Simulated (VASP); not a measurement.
# CdS (zincblende type) (F-43m) in VASP: relaxation of cell and atoms with PBE

Aim: the relaxation of cell and atoms of CdS (zincblende type) with PBE.

All numbers are computed with VASP 6.6.1; they aren't measurements. Logs are shortened: lines on timing, memory, paths and dates and some standing lists are left out, and cuts for length are marked.

## (1) The cell of the first run

Symmetry: F-43m, No. 216, cubic system. The conventional cell has a = 5.826 Å, b = 5.826 Å, c = 5.826 Å, α = 90.00°, β = 90.00°, γ = 90.00°. Within 3.3 Å of Cd (site symmetry -43m) lie 4 S at 2.52 Å. Within 3.3 Å of S (site symmetry -43m) lie 4 Cd at 2.52 Å.

## (2) Relaxation of cell and atoms, PBE

File INCAR:

```
SYSTEM = CdS
  PREC = Accurate
  ENCUT = 600
  EDIFF = 1E-7
  ISMEAR = -1
  SIGMA = 0.05
  LREAL = .False.
  LASPH = .True.
  NELM = 100
  ALGO = Normal
  ISIF = 3
  LWAVE = .False.
  LCHARG = .False.
  GGA = PE
  IBRION = 2
  NSW = 60
  EDIFFG = -0.005
```

File KPOINTS:

```
Automatic mesh
0
Gamma
  13 13 13
  0 0 0
```

File POSCAR:

```
CdS
1.0
    0.0000000000      2.9131338647      2.9131338647
    2.9131338647      0.0000000000      2.9131338647
    2.9131338647      2.9131338647      0.0000000000
Cd S
1 1
Direct
    0.0000000000      0.0000000000      0.0000000000
    0.2500000000      0.2500000000      0.2500000000
```

Potentials or basis: VASP PAW PBE potentials, release 64 (Cd, S).

On the command line:

```sh
$ cat potpaw_PBE.64/Cd/POTCAR potpaw_PBE.64/S/POTCAR > POTCAR
$ mpirun -np 1 vasp_std > vasp.out
```

OUTCAR:

```text
SYSTEM = CdS
   PREC = Accurate
   ENCUT = 600
   EDIFF = 1E-7
   ISMEAR = -1
   LREAL = .False.
   LASPH = .True.
   NELM = 100
   ISIF = 3
   GGA = PE
   IBRION = 2
   NSW = 60
   EDIFFG = -0.005

 ion  position               nearest neighbor table
   1  0.000  0.000  0.000-   2 2.52   2 2.52   2 2.52   2 2.52
   2  0.250  0.250  0.250-   1 2.52   1 2.52   1 2.52   1 2.52

  LATTYP: Found a face centered cubic cell.
 ALAT       =     5.8262677294

  Lattice vectors:

 A1 = (   0.0000000000,   2.9131338647,   2.9131338647)
 A2 = (   2.9131338647,   0.0000000000,   2.9131338647)
 A3 = (   2.9131338647,   2.9131338647,   0.0000000000)

Analysis of symmetry for initial positions (statically):
=====================================================================
 Subroutine PRICEL returns:
 Original cell was already a primitive cell.

 Routine SETGRP: Setting up the symmetry group for a
 face centered cubic supercell.

 Subroutine GETGRP returns: Found 24 space group operations
 (whereof 24 operations were pure point group operations)
 out of a pool of 48 trial point group operations.

The static configuration has the point symmetry T_d .

Analysis of symmetry for dynamics (positions and initial velocities):
=====================================================================
 Subroutine PRICEL returns:
 Original cell was already a primitive cell.

 Routine SETGRP: Setting up the symmetry group for a
 face centered cubic supercell.

 Subroutine GETGRP returns: Found 24 space group operations
 (whereof 24 operations were pure point group operations)
 out of a pool of 48 trial point group operations.

The dynamic configuration has the point symmetry T_d .

 Subroutine INISYM returns: Found 24 space group operations
 (whereof 24 operations are pure point group operations),
 and found     1 'primitive' translations

----------------------------------------------------------------------------------------

                                     Primitive cell

  volume of cell :      49.4437

  direct lattice vectors                    reciprocal lattice vectors
     0.000000000  2.913133865  2.913133865    -0.171636465  0.171636465  0.171636465
     2.913133865  0.000000000  2.913133865     0.171636465 -0.171636465  0.171636465
     2.913133865  2.913133865  0.000000000     0.171636465  0.171636465 -0.171636465

  length of vectors
     4.119793420  4.119793420  4.119793420     0.297283079  0.297283079  0.297283079

  position of ions in fractional coordinates (direct lattice)
     0.000000000  0.000000000  0.000000000
     0.250000000  0.250000000  0.250000000

  ion indices of the primitive-cell ions
   primitive index   ion index
                 1           1
                 2           2

----------------------------------------------------------------------------------------

 KPOINTS: Automatic mesh

Automatic generation of k-mesh.
 Grid dimensions read from file:
 generate k-points for:   13   13   13

 Generating k-lattice:

  Cartesian coordinates                     Fractional coordinates (reciprocal lattice)
    -0.013202805  0.013202805  0.013202805     0.076923077  0.000000000  0.000000000
     0.013202805 -0.013202805  0.013202805     0.000000000  0.076923077  0.000000000
     0.013202805  0.013202805 -0.013202805     0.000000000  0.000000000  0.076923077

  Length of vectors
     0.022867929  0.022867929  0.022867929

  Shift w.r.t. Gamma in fractional coordinates (k-lattice)
     0.000000000  0.000000000  0.000000000

 Subroutine IBZKPT returns following result:
 ===========================================

 Found     84 irreducible k-points:

 Following reciprocal coordinates:
            Coordinates               Weight
  0.000000  0.000000  0.000000      1.000000
  0.076923  0.000000  0.000000      8.000000
  0.153846  0.000000  0.000000      8.000000
  0.230769  0.000000  0.000000      8.000000
  0.307692  0.000000  0.000000      8.000000
  0.384615  0.000000  0.000000      8.000000
[... 16 lines left out ...]
  0.384615  0.153846  0.000000     24.000000
  0.461538  0.153846  0.000000     24.000000
 [... further k-points ...]
   k-points           NKPTS =     84   k-points in BZ     NKDIM =     84   number of bands    NBANDS=     13
   number of dos      NEDOS =    301   number of ions     NIONS =      2
   total plane-waves  NPLWV =  46656
   dimension x,y,z NGX =    36 NGY =   36 NGZ =   36
   dimension x,y,z NGXF=    72 NGYF=   72 NGZF=   72
   ions per type =               1   1
   NGX,Y,Z   is equivalent  to a cutoff of  14.53, 14.53, 14.53 a.u.
   NGXF,Y,Z  is equivalent  to a cutoff of  29.05, 29.05, 29.05 a.u.
 SYSTEM =  CdS
   PREC   = accura    normal or accurate (medium, high low for compatibility)
   ISTART =      0    job   : 0-new  1-cont  2-samecut
   ICHARG =      2    charge: 1-file 2-atom 10-const
   ISPIN  =      1    spin polarized calculation?
   LNONCOLLINEAR =      F non collinear calculations
   LSORBIT =      F    spin-orbit coupling
   LASPH  =      T    aspherical Exc in radial PAW
   ENCUT  =  600.0 eV  44.10 Ry    6.64 a.u.   8.23  8.23  8.23*2*pi/ulx,y,z
   NELM   =    100;   NELMIN=  2; NELMDL= -5     # of ELM steps
   EDIFF  = 0.1E-06   stopping-criterion for ELM
   LREAL  =      F    real-space projection
   EDIFFG = -.5E-02   stopping-criterion for IOM
   NSW    =     60    number of steps for IOM
   IBRION =      2    ionic relax: 0-MD 1-quasi-New 2-CG
   NFREE  =      1    steps in history (QN), initial steepest desc. (CG)
   ISIF   =      3    stress and relaxation
   ISYM   =      2    0-nonsym 1-usesym 2-fastsym
   POTIM  = 0.5000    time-step for ionic-motion
   TEBEG  =    0.0;   TEEND  =   0.0 temperature during run
   PSTRESS=    0.0 pullay stress
   NELECT =      18.0000    total number of electrons
   NUPDOWN=      -1.0000    fix difference up-down
   EMIN   =  10.00;   EMAX   =-10.00  energy-range for DOS
   EFERMI =   0.00;   METHOD = LEGACY
   ISMEAR =    -1;   SIGMA  =   0.05  broadening in eV -4-tet -1-fermi 0-gaus
   EFERMI_NEDOS =   21; number of points for ismear=-14 and -15
   IALGO  =     38    algorithm
   IMIX   =      4    mixing-type and parameters
     AMIX     =   0.40;   BMIX     =  1.00
     AMIX_MAG =   1.60;   BMIX_MAG =  1.00
  volume/ion in A,a.u.               =      24.72       166.83
  Fermi-wavevector in a.u.,A,eV,Ry     =   1.168948  2.208992 18.591540  1.366440
  Thomas-Fermi vector in A             =   2.305428
   LORBIT       =      0    0 simple, 1 ext, 2 COOP (PROOUT), +10 PAW based schemes
   GGA     = PE    functional components
   LHFCALC =     F    Hartree Fock is set to
   AEXX    =    0.0000 exact exchange contribution
   IVDW    =     0    specifies the selected vdW correction
   LEPSILON=     F    determine dielectric tensor
   LRPA    =     F    only Hartree local field effects (RPA)
 conjugate gradient relaxation of ions
 non-spin polarized calculation
  energy-cutoff  :      600.00
  volume of cell :       49.44
 maximum number of plane-waves:      1664
 NGX is ok and might be reduce to    36
   NGX = 17   NGY = 17   NGZ = 17

--------------------------------------- Ionic step        1  -------------------------------------------

 number of electron      18.0000000 magnetization

 Free energy of the ion-electron system (eV)
  ---------------------------------------------------
  ext. energy  EPLUGINS =         0.00000000
  ---------------------------------------------------
  free energy    TOTEN  =        -6.11788334 eV

  energy without entropy =       -6.11788329  energy(sigma->0) =       -6.11788332

------------------------ aborting loop because EDIFF is reached ----------------------------------------

  FORCE on cell =-STRESS in cart. coord.  units (eV):
  Direction    XX          YY          ZZ          XY          YZ          ZX
  --------------------------------------------------------------------------------------
  -------------------------------------------------------------------------------------
  Total        1.0538024      1.0538024      1.0538024      0.0000000     -0.0000000     -0.0000000
  in kB       34.1474640     34.1474640     34.1474640      0.0000000     -0.0000000     -0.0000000
  external PRESSURE =      34.1474640 kB  Pullay stress =       0.0000000 kB

 VOLUME and BASIS-vectors are now :
 -----------------------------------------------------------------------------
  energy-cutoff  :      600.00
  volume of cell :       49.44
      direct lattice vectors                 reciprocal lattice vectors
     0.000000000  2.913133865  2.913133865    -0.171636465  0.171636465  0.171636465
     2.913133865  0.000000000  2.913133865     0.171636465 -0.171636465  0.171636465
     2.913133865  2.913133865  0.000000000     0.171636465  0.171636465 -0.171636465
[... 37 lines left out ...]
 POSITION                                       TOTAL-FORCE (eV/Angst)
 -----------------------------------------------------------------------------------
      5.97437      5.97437      5.97437         0.000000      0.000000      0.000000
      1.49359      1.49359      1.49359        -0.000000     -0.000000     -0.000000
 -----------------------------------------------------------------------------------
    total drift:                               -0.000000     -0.000000     -0.000000

  FREE ENERGIE OF THE ION-ELECTRON SYSTEM (eV)
  ---------------------------------------------------
  free  energy   TOTEN  =        -6.1435669522 eV

  energy  without entropy=       -6.1435667266  energy(sigma->0) =       -6.14356684

--------------------------------------- Ionic step        3  -------------------------------------------

 number of electron      17.9999999 magnetization

 Free energy of the ion-electron system (eV)
  ---------------------------------------------------
  ext. energy  EPLUGINS =         0.00000000
  ---------------------------------------------------
  free energy    TOTEN  =        -6.14670428 eV

  energy without entropy =       -6.14670413  energy(sigma->0) =       -6.14670420

 E-fermi :   1.4661     XC(G=0):  -8.9060

 val. band max:        0.8785418200   @ k =   0.0000   0.0000   0.0000
 cond. band min:       1.9117169939   @ k =   0.0000   0.0000   0.0000
 fundamental gap:      1.0331751738
 Fermi energy:         1.4660650023

 k-point     1 :       0.0000    0.0000    0.0000
  band No.  band energies     occupation
      1     -11.1829      2.00000
      2      -6.6751      2.00000
      3      -6.6751      2.00000
      4      -6.6751      2.00000
      5      -6.2638      2.00000
      6      -6.2638      2.00000
      7       0.8785      1.99998
      8       0.8785      1.99998
      9       0.8785      1.99998
     10       1.9117      0.00027
     11       7.4295      0.00000
     12       7.4295      0.00000
     13       7.4295      0.00000

 k-point     2 :       0.0769    0.0000    0.0000
  band No.  band energies     occupation
      1     -11.1614      2.00000
      2      -6.6674      2.00000
      3      -6.6674      2.00000
      4      -6.6563      2.00000
      5      -6.2642      2.00000
      6      -6.2642      2.00000
      7       0.3879      2.00000
      8       0.8350      1.99999
      9       0.8350      1.99999
     10       2.3451      0.00000
     11       7.2993      0.00000
[... 339 lines left out ...]
 k-point    24 :       0.4615    0.1538    0.0000
  band No.  band energies     occupation
      1     -10.7976      2.00000
      2      -6.5562      2.00000
      3      -6.5285      2.00000
      4      -6.2945      2.00000
      5      -6.2242      2.00000
      6      -5.9808      2.00000
      7      -2.8213      2.00000
      8      -0.3435      2.00000
      9      -0.0551      2.00000
     10       4.5509      0.00000
     11       6.8939      0.00000
     12       8.1649      0.00000
     13       8.4816      0.00000

 [... further k-points ...]
[... 5 lines left out ...]
  --------------------------------------------------------------------------------------
  -------------------------------------------------------------------------------------
  Total        0.0040850      0.0040850      0.0040850      0.0000000      0.0000000      0.0000000
  in kB        0.1251603      0.1251603      0.1251603      0.0000000      0.0000000      0.0000000
  external PRESSURE =       0.1251603 kB  Pullay stress =       0.0000000 kB

 VOLUME and BASIS-vectors are now :
 -----------------------------------------------------------------------------
  energy-cutoff  :      600.00
  volume of cell :       52.29
      direct lattice vectors                 reciprocal lattice vectors
     0.000000000  2.968025182  2.968025182    -0.168462183  0.168462183  0.168462183
     2.968025182 -0.000000000  2.968025182     0.168462183 -0.168462183  0.168462183
     2.968025182  2.968025182 -0.000000000     0.168462183  0.168462183 -0.168462183

 POSITION                                       TOTAL-FORCE (eV/Angst)
 -----------------------------------------------------------------------------------
      0.00000      0.00000      0.00000         0.000000      0.000000      0.000000
      1.48401      1.48401      1.48401        -0.000000     -0.000000     -0.000000
 -----------------------------------------------------------------------------------
    total drift:                               -0.000000     -0.000000     -0.000000

  FREE ENERGIE OF THE ION-ELECTRON SYSTEM (eV)
  ---------------------------------------------------
  free  energy   TOTEN  =        -6.1467042769 eV

  energy  without entropy=       -6.1467041296  energy(sigma->0) =       -6.14670420

 reached required accuracy - stopping structural energy minimisation
```

Run time: 77 s. Hardware: 1 thread of Intel Xeon 6975P-C (Granite Rapids), shared host; peak memory 0.26 GiB.

Results:

```
Free energy                            : -6.1467 eV
Relaxed volume                         : 26.15 Å³/atom
Relaxed cell                           : a = 4.197 Å, b = 4.197 Å, c = 4.197 Å, α = 60.00°, β = 60.00°, γ = 60.00°
Space group after relaxing (to 0.05 Å) : F-43m (No. 216)
Energy gained by relaxing              : 14.4 meV/atom
Ionic steps                            : 3
Pressure after relaxing                : 0.0 GPa
Band gap on the k mesh                 : 1.03 eV, direct
```

The path:
| step | energy change (eV) | largest force (eV/Å) | pressure (GPa) | volume (Å³) |
| --- | --- | --- | --- | --- |
| 1 | 0.0000 | 0.0000 | 3.41 | 49.44 |
| 2 | -0.0257 | 0.0000 | -0.98 | 53.31 |
| 3 | -0.0288 | 0.0000 | 0.01 | 52.29 |

Final structure:
```yaml
crystal:
  lattice:
    - [0.00000, 2.96803, 2.96803]
    - [2.96803, 0.00000, 2.96803]
    - [2.96803, 2.96803, 0.00000]
  atoms:
    - { symbol: Cd, position: [0.00000, 0.00000, 0.00000] }
    - { symbol: S, position: [0.25000, 0.25000, 0.25000] }
```
